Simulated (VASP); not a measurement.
**BaS: single point with PBE**

The system is BaS.

```xyz
4
Lattice="5.3876 0.0000 0.0000 -2.6938 4.6658 0.0000 0.0000 0.0000 6.3901" Properties=species:S:1:pos:R:3 pbc="T T T"
Ba   -0.0132    3.1142   -0.3783
Ba    2.6925    1.5667    2.7654
S     0.0527    3.1057    2.8101
S     2.7211    1.5763    5.9911
```

```
Program                : VASP 6.6.1
Task                   : single point
Functional             : PBE
Potentials or basis    : VASP PAW PBE potentials, release 64 (Ba_sv, S)
Cutoff                 : 520 eV
k mesh                 : 6 × 6 × 2
Occupations            : fermi-dirac, width 0.026 eV
Spin                   : no spin polarisation
Dipole correction      : no
Further INCAR settings : ALGO = Normal; EDIFF = 1e-07; NBANDS = 24
```

The pressure is 0.6 GPa and the largest force is 0.215 eV/Å. The band gap on the k mesh is 2.46 eV (least direct gap 2.61 eV).

Forces on the atoms (eV/Å):
```
Ba   0.124  0.057 -0.099
Ba   0.145 -0.057  0.149
S   -0.158  0.056 -0.022
S   -0.111 -0.056 -0.027
```

Stress tensor (GPa, compression positive):
```
 0.45 -0.04 -0.01
-0.04  0.16  0.00
-0.01  0.00  1.15
```

Levels at points of the mesh, in eV from the valence-band top:
```tsv
k point	band 12	band 13	band 14	band 15	band 16	band 17	band 18	band 19	band 20	band 21
(0.00, 0.00, 0.00)	-0.92	-0.88	-0.87	-0.43	0.00	2.75	3.65	3.68	4.78	5.49
(0.50, 0.00, 0.00)	-0.85	-0.49	-0.42	-0.33	-0.31	3.09	3.39	3.49	5.00	5.21
(0.00, 0.50, 0.00)	-0.85	-0.49	-0.42	-0.33	-0.31	3.07	3.43	3.49	5.04	5.19
(0.50, 0.50, 0.00)	-0.85	-0.48	-0.40	-0.36	-0.31	3.08	3.35	3.54	4.99	5.21
(0.00, 0.00, 0.50)	-1.20	-1.02	-1.01	-0.99	-0.98	3.72	3.80	5.35	5.37	5.49
(0.50, 0.00, 0.50)	-1.52	-0.86	-0.85	-0.53	-0.49	3.77	3.97	4.85	4.98	5.50
(0.00, 0.50, 0.50)	-1.52	-0.87	-0.85	-0.53	-0.50	3.86	3.94	4.84	4.97	5.49
(0.50, 0.50, 0.50)	-1.52	-0.86	-0.85	-0.53	-0.49	3.75	3.94	4.86	4.99	5.53
```

Wall time 75 s on 1 thread of Intel(R) Xeon(R) 6975P-C (Granite Rapids), on a shared host, peak memory 0.34 GiB.

Caveat: the k points lie up to 0.49 Å⁻¹ apart; the atoms stand as in a frame of molecular dynamics; the structure was generated, so it needn't be the stable form of BaS; spin-orbit coupling is left out, which moves the levels of the heavy elements. A k mesh can miss the band edges.
